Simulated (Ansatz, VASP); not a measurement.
# SnO2 in VASP and in Ansatz

```xyz
6
Lattice="3.2648 0.0000 0.0000 -1.6324 2.8274 0.0000 0.0000 0.0000 10.5056" Properties=species:S:1:pos:R:3 pbc="T T T"
Sn    0.0000    0.0000    5.2528
Sn    0.0000    0.0000    0.0000
O     1.6324    0.9425    4.2211
O     1.6324    0.9425    1.0318
O     0.0000    1.8849    6.2846
O     0.0000    1.8849    9.4739
```

Change from the starting cell: mode 1 frozen in at +0.000 Å, equal normal strain along x, y and z +0.0167.

Alike in both runs: task single point; functional PBE; dispersion D3(BJ); k mesh 12 × 12 × 4; occupations gaussian, width 0.05 eV; no spin polarisation.

```csv
,VASP,Ansatz
version,VASP 6.6.1,Ansatz 0.2.0
potentials or method,"VASP PAW PBE potentials, release 64 (Sn_d, O), cutoff 520 eV","scalar-relativistic, plane waves, PAW"
valence electrons in the cell,52,52
```

Ansatz gave:

| Quantity | Value |
| --- | --- |
| gap on the k mesh at the Fermi level (eV) | 1.80 |
| least direct gap on the mesh (eV) | 2.10 |
| pressure (GPa) | -6.0 |
| traceless stress, the component that is largest in VASP (GPa) | 2.42 |
| rms of the force components (eV/Å) | 0.235 |

Question: Estimate VASP's values.

Answer: gap on the k mesh at the Fermi level (eV): 1.77; least direct gap on the mesh (eV): 2.08; pressure (GPa): -5.5; traceless stress, the component that is largest in VASP (GPa): 2.12; rms of the force components (eV/Å): 0.212.

Atom by atom the forces differ by 0.023 eV/Å (rms over components).
